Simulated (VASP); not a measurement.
# SiC: single point with PBE

The system is SiC, a slab with vacuum.

```
CELL_PARAMETERS angstrom
3.09201 0.00000 0.00000
0.00000 5.07382 0.00000
0.00000 0.00000 17.57035
ATOMIC_POSITIONS crystal
Si 0.00000 0.99544 0.39840
Si 0.50000 0.49544 0.44920
Si 0.50000 0.99367 0.55564
Si 0.00000 0.46505 0.58675
C 0.00000 0.61956 0.39840
C 0.50000 0.11956 0.44920
C 0.50000 0.62504 0.55605
C 0.00000 0.12382 0.59582
```

```json
{
  "Program": "VASP 6.6.1",
  "Task": "single point",
  "Functional": "PBE",
  "Potentials or basis": "VASP PAW PBE potentials, release 64 (Si, C)",
  "Cutoff": "520 eV",
  "k mesh": "9 × 5 × 1",
  "Occupations": "gaussian, width 0.05 eV",
  "Spin": "no spin polarisation",
  "Dipole correction": "yes",
  "Further INCAR settings": "ALGO = Normal; EDIFF = 1e-07; NBANDS = 26"
}
```

- Largest force: 3.157 eV/Å
- Band gap on the k mesh: 0.56 eV, indirect (least direct gap 0.79 eV)

Forces on the atoms (eV/Å):
```
Si   0.000 -2.242  2.223
Si   0.000  0.728 -2.564
Si   0.000  0.001 -0.004
Si   0.000  0.011 -0.010
C    0.000  1.280  1.411
C    0.000  0.237 -1.059
C    0.000  0.008  0.003
C    0.000 -0.024 -0.001
```

Levels at points of the mesh, in eV from the valence-band top:
```tsv
k point	band 14	band 15	band 16	band 17	band 18	band 19
(0.00, 0.00, 0.00)	-1.18	-0.24	-0.08	0.97	2.51	3.18
```

Wall time 110 s on 1 thread of Intel(R) Xeon(R) 6975P-C (Granite Rapids), with other jobs on the host, peak memory 0.41 GiB.
